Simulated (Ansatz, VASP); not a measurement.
**Two plane-wave programs on BN**

Contents of POSCAR:

```
BN
1.0
   -0.0162434291      1.7885820244      1.7885820244
    1.7885820244     -0.0162434291      1.7885820244
    1.7885820244      1.7885820244     -0.0162434291
B N
1 1
Direct
   -0.0000993362     -0.0000993362     -0.0000993362
    0.2500993362      0.2500993362      0.2500993362
```

INCAR.step1

```
SYSTEM = BN
ALGO = Normal
EDIFF = 1E-4
ENCUT = 520
GGA = PE
ISMEAR = 0
LASPH = .TRUE.
LCHARG = .FALSE.
LREAL = .FALSE.
LWAVE = .TRUE.
NBANDS = 11
NELM = 100
PREC = Accurate
SIGMA = 0.01
```

File INCAR.step2:

```
SYSTEM = BN
ALGO = Normal
EDIFF = 1E-6
ENCUT = 520
ISIF = 2
ISMEAR = 0
ISTART = 1
LASPH = .TRUE.
LCHARG = .FALSE.
LMIXTAU = .TRUE.
LREAL = .FALSE.
LWAVE = .FALSE.
METAGGA = R2SCAN
NBANDS = 11
NELM = 100
PREC = Accurate
SIGMA = 0.01
```

Contents of KPOINTS:

```
k-points
0
G
  12 12 12
  0 0 0
```

Input for Ansatz:

```yaml
crystal:
  lattice:
    - [-0.0162434291, 1.7885820244, 1.7885820244]
    - [1.7885820244, -0.0162434291, 1.7885820244]
    - [1.7885820244, 1.7885820244, -0.0162434291]
  atoms:
    - { symbol: B, position: [-9.93362e-05, -9.93362e-05, -9.93362e-05] }
    - { symbol: "N", position: [0.2500993362, 0.2500993362, 0.2500993362] }
kpoints:
  mp_grid: { grid: [12, 12, 12] }
  band_path:
    path:
      - [0.0, 0.0, 0.0]
      - [-0.5, -0.5, 0.0]
      - [-0.375, -0.375, 0.25]
      - [-0.375, 0.0, 0.375]
      - [0.0, 0.0, 0.5]
      - [-0.5, -0.25, 0.25]
    npoints: 1
hamiltonian:
  xc: r2scan
scf:
  occupations: { method: fixed }
  n_extra_bands: 4
output:
  forces: true
  stress: true
  eigenvalues: true
```

Change from the starting cell: shear_111 strain -1.4%.

Alike in both runs: task single point; functional r2SCAN; k mesh 12 × 12 × 12; no spin polarisation.

```csv
,VASP,Ansatz
version,VASP 6.6.1,Ansatz 0.2.0
potentials or method,"VASP PAW PBE potentials, release 64 (B, N)","plane waves, PAW"
plane-wave cutoff (eV),520,500
occupations,"gaussian, width 0.01 eV",fixed
valence electrons in the cell,8,8
```

VASP gave:

```
gap on the k mesh at the Fermi level (eV)                     : 4.94
pressure (GPa)                                                : 6.7
traceless stress, the component that is largest in VASP (GPa) : 4.42
```

Problem. Which values does Ansatz return?

Solution. gap on the k mesh at the Fermi level (eV): 4.97; pressure (GPa): 5.6; traceless stress, the component that is largest in VASP (GPa): 4.40.

VASP's potentials were made for PBE, not for r2SCAN.
